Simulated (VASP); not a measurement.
# P (P6/mmm) in VASP: further runs

The runs below take P through single point, relaxation of cell and atoms, with PBE.

Program: VASP 6.6.1. These are calculated values, not measurements. Logs are shortened: lines on timing, memory, paths and dates and some standing lists are left out, and cuts for length are marked.

## Step 1: The cell of the first run

The structure is hexagonal, space group P6/mmm (No. 191). The conventional cell has a = 2.524 Å, b = 2.524 Å, c = 2.359 Å, α = 90.00°, β = 90.00°, γ = 120.00°. Within 3.1 Å of P (site symmetry 6/mmm) lie 8 P at 2.36 to 2.52 Å.

## Step 2: Single point, PBE

INCAR

```
  ALGO = Normal
  EDIFF = 1E-6
  ENCUT = 520
  GGA = PE
  ISIF = 2
  ISMEAR = -1
  LASPH = True
  LCHARG = True
  LELF = True
  LREAL = False
  LVHAR = True
  LWAVE = False
  NBANDS = 8
  NELM = 60
  PREC = Accurate
  SIGMA = 0.05
```

KPOINTS

```
k-points
0
Gamma
  17 17 16
```

POSCAR

```
P
1.0
    2.5235573043      0.0000000000      0.0000000000
   -1.2617786522      2.1854647334      0.0000000000
    0.0000000000      0.0000000000      2.3585826246
P
1
Direct
    0.0000000000      0.0000000000      0.0000000000
```

Potentials or basis: VASP PAW PBE potentials, release 64 (P).

Started as:

```console
$ cat potpaw_PBE.64/P/POTCAR > POTCAR
$ mpirun -np 1 vasp_std > vasp.out
```

OUTCAR:

```text
EDIFF = 1E-6
   ENCUT = 520
   GGA = PE
   ISIF = 2
   ISMEAR = -1
   LASPH = True
   LREAL = False
   NELM = 60
   PREC = Accurate

 ion  position               nearest neighbor table
   1  0.000  0.000  0.000-

  LATTYP: Found a hexagonal cell.
 ALAT       =     2.5235573043
 C/A-ratio  =     0.9346261409

  Lattice vectors:

 A1 = (   2.5235573043,   0.0000000000,   0.0000000000)
 A2 = (  -1.2617786522,   2.1854647334,   0.0000000000)
 A3 = (   0.0000000000,   0.0000000000,   2.3585826246)

Analysis of symmetry for initial positions (statically):
=====================================================================
 Subroutine PRICEL returns:
 Original cell was already a primitive cell.

 Routine SETGRP: Setting up the symmetry group for a
 hexagonal supercell.

 Subroutine GETGRP returns: Found 24 space group operations
 (whereof 24 operations were pure point group operations)
 out of a pool of 24 trial point group operations.

The static configuration has the point symmetry D_6h.

Analysis of symmetry for dynamics (positions and initial velocities):
=====================================================================
 Subroutine PRICEL returns:
 Original cell was already a primitive cell.

 Routine SETGRP: Setting up the symmetry group for a
 hexagonal supercell.

 Subroutine GETGRP returns: Found 24 space group operations
 (whereof 24 operations were pure point group operations)
 out of a pool of 24 trial point group operations.

The dynamic configuration has the point symmetry D_6h.

 Subroutine INISYM returns: Found 24 space group operations
 (whereof 24 operations are pure point group operations),
 and found     1 'primitive' translations

----------------------------------------------------------------------------------------

                                     Primitive cell

  volume of cell :      13.0079

  direct lattice vectors                    reciprocal lattice vectors
     2.523557304  0.000000000  0.000000000     0.396266016  0.228784291  0.000000000
    -1.261778652  2.185464733  0.000000000     0.000000000  0.457568582  0.000000000
     0.000000000  0.000000000  2.358582625     0.000000000  0.000000000  0.423983451

  length of vectors
     2.523557304  2.523557304  2.358582625     0.457568582  0.457568582  0.423983451

  position of ions in fractional coordinates (direct lattice)
     0.000000000  0.000000000  0.000000000

  ion indices of the primitive-cell ions
   primitive index   ion index
                 1           1

----------------------------------------------------------------------------------------

 KPOINTS: k-points

Automatic generation of k-mesh.
 Grid dimensions read from file:
 generate k-points for:   17   17   16

 Generating k-lattice:

  Cartesian coordinates                     Fractional coordinates (reciprocal lattice)
     0.023309766  0.013457899  0.000000000     0.058823529  0.000000000  0.000000000
     0.000000000  0.026915799  0.000000000     0.000000000  0.058823529  0.000000000
     0.000000000  0.000000000  0.026498966     0.000000000  0.000000000  0.062500000

  Length of vectors
     0.026915799  0.026915799  0.026498966

  Shift w.r.t. Gamma in fractional coordinates (k-lattice)
     0.000000000  0.000000000  0.000000000

 Subroutine IBZKPT returns following result:
 ===========================================

 Found    297 irreducible k-points:

 Following reciprocal coordinates:
            Coordinates               Weight
  0.000000  0.000000  0.000000      1.000000
  0.058824  0.000000  0.000000      6.000000
  0.117647 -0.000000  0.000000      6.000000
  0.176471  0.000000  0.000000      6.000000
  0.235294 -0.000000  0.000000      6.000000
  0.294118  0.000000  0.000000      6.000000
[... 16 lines left out ...]
  0.411765  0.117647  0.000000     12.000000
  0.176471  0.176471  0.000000      6.000000
 [... further k-points ...]
   k-points           NKPTS =    297   k-points in BZ     NKDIM =    297   number of bands    NBANDS=      8
   number of dos      NEDOS =    301   number of ions     NIONS =      1
   total plane-waves  NPLWV =   7200
   dimension x,y,z NGX =    20 NGY =   20 NGZ =   18
   dimension x,y,z NGXF=    40 NGYF=   40 NGZF=   36
   ions per type =               1
   NGX,Y,Z   is equivalent  to a cutoff of  13.18, 13.18, 12.69 a.u.
   NGXF,Y,Z  is equivalent  to a cutoff of  26.35, 26.35, 25.37 a.u.
 SYSTEM =  unknown system
   PREC   = accura    normal or accurate (medium, high low for compatibility)
   ISTART =      0    job   : 0-new  1-cont  2-samecut
   ICHARG =      2    charge: 1-file 2-atom 10-const
   ISPIN  =      1    spin polarized calculation?
   LNONCOLLINEAR =      F non collinear calculations
   LSORBIT =      F    spin-orbit coupling
   LASPH  =      T    aspherical Exc in radial PAW
   ENCUT  =  520.0 eV  38.22 Ry    6.18 a.u.   4.69  4.69  4.39*2*pi/ulx,y,z
   NELM   =     60;   NELMIN=  2; NELMDL= -5     # of ELM steps
   EDIFF  = 0.1E-05   stopping-criterion for ELM
   LREAL  =      F    real-space projection
   EDIFFG = 0.1E-04   stopping-criterion for IOM
   NSW    =      0    number of steps for IOM
   IBRION =     -1    ionic relax: 0-MD 1-quasi-New 2-CG
   NFREE  =      0    steps in history (QN), initial steepest desc. (CG)
   ISIF   =      2    stress and relaxation
   ISYM   =      2    0-nonsym 1-usesym 2-fastsym
   POTIM  = 0.5000    time-step for ionic-motion
   TEBEG  =    0.0;   TEEND  =   0.0 temperature during run
   PSTRESS=    0.0 pullay stress
   NELECT =       5.0000    total number of electrons
   NUPDOWN=      -1.0000    fix difference up-down
   EMIN   =  10.00;   EMAX   =-10.00  energy-range for DOS
   EFERMI =   0.00;   METHOD = LEGACY
   ISMEAR =    -1;   SIGMA  =   0.05  broadening in eV -4-tet -1-fermi 0-gaus
   EFERMI_NEDOS =   21; number of points for ismear=-14 and -15
   IALGO  =     38    algorithm
   IMIX   =      4    mixing-type and parameters
     AMIX     =   0.40;   BMIX     =  1.00
     AMIX_MAG =   1.60;   BMIX_MAG =  1.00
  volume/ion in A,a.u.               =      13.01        87.78
  Fermi-wavevector in a.u.,A,eV,Ry     =   1.190316  2.249370 19.277433  1.416851
  Thomas-Fermi vector in A             =   2.326403
   LORBIT       =      0    0 simple, 1 ext, 2 COOP (PROOUT), +10 PAW based schemes
   GGA     = PE    functional components
[... 5 lines left out ...]
 non-spin polarized calculation
  energy-cutoff  :      520.00
  volume of cell :       13.01
 maximum number of plane-waves:       369
 NGX is ok and might be reduce to    20
   NGX =  9   NGY =  9   NGZ =  9

 number of electron       5.0000001 magnetization

 Free energy of the ion-electron system (eV)
  ---------------------------------------------------
  ext. energy  EPLUGINS =         0.00000000
  ---------------------------------------------------
  free energy    TOTEN  =        -4.85763134 eV

  energy without entropy =       -4.85410004  energy(sigma->0) =       -4.85586569

 E-fermi :  11.5429     XC(G=0): -11.8753

 val. band max:       11.5425262764   @ k =   0.1765   0.0588   0.0625
 cond. band min:      11.6057508737   @ k =   0.2941   0.1176   0.1250
 fundamental gap:      0.0632245974
 Fermi energy:        11.5429241572

 k-point     1 :       0.0000    0.0000    0.0000
  band No.  band energies     occupation
      1      -6.2575      2.00000
      2      17.0261      0.00000
      3      18.1665      0.00000
      4      18.5134      0.00000
      5      18.5134      0.00000
      6      23.2362      0.00000
      7      23.2362      0.00000
      8      29.3053      0.00000

 k-point     2 :       0.0588    0.0000    0.0000
  band No.  band energies     occupation
      1      -6.1557      2.00000
      2      16.8678      0.00000
      3      17.1084      0.00000
      4      18.1211      0.00000
      5      19.1671      0.00000
      6      22.9501      0.00000
      7      23.8125      0.00000
      8      29.6269      0.00000

 k-point     3 :       0.1176   -0.0000    0.0000
  band No.  band energies     occupation
      1      -5.8509      2.00000
      2      14.8974      0.00000
      3      17.2860      0.00000
      4      17.3539      0.00000
      5      19.3556      0.00000
      6      22.6151      0.00000
      7      25.1975      0.00000
      8      30.4949      0.00000

 k-point     4 :       0.1765    0.0000    0.0000
  band No.  band energies     occupation
      1      -5.3447      2.00000
      2      12.6583      0.00000
      3      16.3891      0.00000
      4      17.7580      0.00000
      5      19.0397      0.00000
      6      22.7322      0.00000
      7      27.0043      0.00000
      8      31.6632      0.00000

 k-point     5 :       0.2353   -0.0000    0.0000
  band No.  band energies     occupation
      1      -4.6401      2.00000
      2      10.3566      2.00000
      3      15.5776      0.00000
      4      18.3109      0.00000
      5      18.4889      0.00000
      6      23.2633      0.00000
      7      29.0722      0.00000
      8      32.2991      0.00000

 k-point     6 :       0.2941    0.0000    0.0000
  band No.  band energies     occupation
      1      -3.7430      2.00000
      2       8.1105      2.00000
      3      14.9039      0.00000
      4      17.9279      0.00000
      5      18.9931      0.00000
      6      24.0637      0.00000
      7      30.5178      0.00000
      8      31.3207      0.00000

 k-point     7 :       0.3529    0.0000    0.0000
  band No.  band energies     occupation
      1      -2.6655      2.00000
      2       5.9899      2.00000
      3      14.3888      0.00000
      4      17.4611      0.00000
      5      19.7629      0.00000
      6      25.0422      0.00000
      7      28.8837      0.00000
      8      32.9934      0.00000

 k-point     8 :       0.4118    0.0000    0.0000
  band No.  band energies     occupation
      1      -1.4424      2.00000
      2       4.0592      2.00000
      3      14.0419      0.00000
      4      17.1336      0.00000
      5      20.5245      0.00000
      6      26.0950      0.00000
      7      27.5292      0.00000
      8      31.9330      0.00000

 k-point     9 :       0.4706   -0.0000    0.0000
  band No.  band energies     occupation
      1      -0.2571      2.00000
      2       2.5170      2.00000
      3      13.8675      0.00000
      4      16.9657      0.00000
      5      21.0603      0.00000
      6      26.6923      0.00000
      7      26.9463      0.00000
      8      30.9731      0.00000

 k-point    10 :       0.0588    0.0588    0.0000
  band No.  band energies     occupation
      1      -5.9524      2.00000
      2      15.5727      0.00000
      3      17.2145      0.00000
      4      17.2723      0.00000
      5      19.6083      0.00000
      6      22.7541      0.00000
      7      24.6010      0.00000
      8      30.2947      0.00000
[... 78 lines left out ...]
 k-point    18 :       0.1176    0.1176    0.0000
  band No.  band energies     occupation
      1      -5.0419      2.00000
      2      12.2431      0.00000
      3      14.2018      0.00000
      4      17.9972      0.00000
      5      20.6241      0.00000
      6      23.0632      0.00000
      7      26.5331      0.00000
      8      32.9510      0.00000

 k-point    19 :       0.1765    0.1176    0.0000
  band No.  band energies     occupation
      1      -4.3394      2.00000
      2      10.3789      2.00000
      3      12.8467      0.00000
      4      18.5435      0.00000
      5      20.9838      0.00000
      6      23.5697      0.00000
      7      27.7333      0.00000
      8      32.0544      0.00000

 k-point    20 :       0.2353    0.1176    0.0000
  band No.  band energies     occupation
      1      -3.4452      2.00000
      2       8.2908      2.00000
      3      11.9410      0.00070
      4      19.2151      0.00000
      5      20.9400      0.00000
      6      24.3315      0.00000
      7      29.4220      0.00000
      8      30.5027      0.00000

 k-point    21 :       0.2941    0.1176    0.0000
  band No.  band energies     occupation
      1      -2.3718      2.00000
      2       6.2311      2.00000
      3      11.3179      1.97804
      4      19.9687      0.00000
      5      20.7330      0.00000
      6      25.2961      0.00000
      7      29.0136      0.00000
      8      31.2151      0.00000

 k-point    22 :       0.3529    0.1176    0.0000
  band No.  band energies     occupation
      1      -1.1551      2.00000
      2       4.3300      2.00000
      3      10.9162      1.99999
      4      20.5344      0.00000
      5      20.7071      0.00000
      6      26.3364      0.00000
      7      27.7518      0.00000
      8      31.8808      0.00000

 k-point    23 :       0.4118    0.1176    0.0000
  band No.  band energies     occupation
      1       0.0186      2.00000
      2       2.8080      2.00000
      3      10.7179      2.00000
      4      20.4211      0.00000
      5      21.2193      0.00000
      6      26.9687      0.00000
      7      27.1655      0.00000
      8      31.2458      0.00000

 k-point    24 :       0.1765    0.1765    0.0000
  band No.  band energies     occupation
      1      -3.5435      2.00000
      2       9.0991      2.00000
      3      10.9970      1.99996
      4      19.1439      0.00000
      5      22.0341      0.00000
      6      24.2414      0.00000
      7      28.2818      0.00000
      8      30.9022      0.00000

 [... further k-points ...]
[... 5 lines left out ...]
  --------------------------------------------------------------------------------------
  -------------------------------------------------------------------------------------
  Total        1.1892780      1.1892780      1.1869590     -0.0000000     -0.0000000      0.0000000
  in kB      146.4825478    146.4825478    146.1969267     -0.0000000     -0.0000000      0.0000000
  external PRESSURE =     146.3873407 kB  Pullay stress =       0.0000000 kB

 VOLUME and BASIS-vectors are now :
 -----------------------------------------------------------------------------
  energy-cutoff  :      520.00
  volume of cell :       13.01
      direct lattice vectors                 reciprocal lattice vectors
     2.523557304  0.000000000  0.000000000     0.396266016  0.228784291  0.000000000
    -1.261778652  2.185464733  0.000000000     0.000000000  0.457568582  0.000000000
     0.000000000  0.000000000  2.358582625     0.000000000  0.000000000  0.423983451

 POSITION                                       TOTAL-FORCE (eV/Angst)
 -----------------------------------------------------------------------------------
      0.00000      0.00000      0.00000        -0.000000      0.000000      0.000000
 -----------------------------------------------------------------------------------
    total drift:                                0.000000     -0.000000      0.000000

  FREE ENERGIE OF THE ION-ELECTRON SYSTEM (eV)
  ---------------------------------------------------
  free  energy   TOTEN  =        -4.8576313430 eV

  energy  without entropy=       -4.8541000448  energy(sigma->0) =       -4.85586569
```

Run time: 9 s. Hardware: 1 thread of Intel Xeon 6975P-C (Granite Rapids), shared host; peak memory 0.13 GiB.

What came out:

| Property | Result |
| --- | --- |
| Free energy | -4.8576 eV |
| Pressure | 14.6 GPa |

(Part 1 of 2 ends here.)
